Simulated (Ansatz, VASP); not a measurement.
# One calculation of Ru3C, two programs

The input INCAR:

```
PREC = Accurate
ENCUT = 520
EDIFF = 1E-7
ISMEAR = 0
SIGMA = 0.1
LREAL = F
LASPH = T
NELM = 80
ALGO = Normal
ISIF = 2
LWAVE = F
LCHARG = F
GGA = PE
NBANDS = 31
```

The input KPOINTS:

```
Automatic mesh
0
Gamma
  6 6 6
```

File POSCAR:

```
Ru3C
1.0
    3.6033498900      0.0000000000      0.0000000000
    0.0000000000      3.6033498900      0.0000000000
    0.0000000000      0.0000000000      3.6033498900
Ru C
3 1
Direct
    0.0000000000      0.5000000000      0.5000000000
    0.5000000000      0.0000000000      0.5000000000
    0.5000000000      0.5000000000      0.0000000000
    0.0000000000      0.0000000000      0.0000000000
```

Input for Ansatz:

```yaml
crystal:
  lattice:
    - [3.60334989, 0.0, 0.0]
    - [0.0, 3.60334989, 0.0]
    - [0.0, 0.0, 3.60334989]
  atoms:
    - { symbol: Ru, position: [0.0, 0.5, 0.5] }
    - { symbol: Ru, position: [0.5, 0.0, 0.5] }
    - { symbol: Ru, position: [0.5, 0.5, 0.0] }
    - { symbol: C, position: [0.0, 0.0, 0.0] }
basis:
  ecutwfc: 420
kpoints:
  mp_grid: { grid: [6, 6, 6] }
hamiltonian:
  xc: pbe
scf:
  occupations: { method: gaussian, width: 0.1 }
  lower_state_search: "off"
output:
  forces: true
  stress: true
  eigenvalues: true
```

Change from the starting cell: species swapped into the SmPt3 type (Pm-3m, No. 221).

Alike in both runs: task single point; functional PBE; k mesh 6 × 6 × 6; occupations gaussian, width 0.1 eV; no spin polarisation.

|  | VASP | Ansatz |
| --- | --- | --- |
| version | VASP 6.6.1 | Ansatz 0.2.0 |
| potentials or method | VASP PAW PBE potentials, release 64 (Ru_pv, C), cutoff 520 eV | scalar-relativistic, plane waves, PAW |
| valence electrons in the cell | 46 | 52 |

|  | VASP | Ansatz | Ansatz less VASP |
| --- | --- | --- | --- |
| gap on the k mesh at the Fermi level (eV) | none | none | - |
| pressure (GPa) | 20.4 | 20.3 | -0.19 |

A gap of «none» marks a metal or a gap that the smearing closes. The functional is the same, so the differences come from potentials, cutoffs and numerics. VASP's potentials hold 46 valence electrons a cell and Ansatz's 52, so a difference there can come from the potentials and not from the codes.
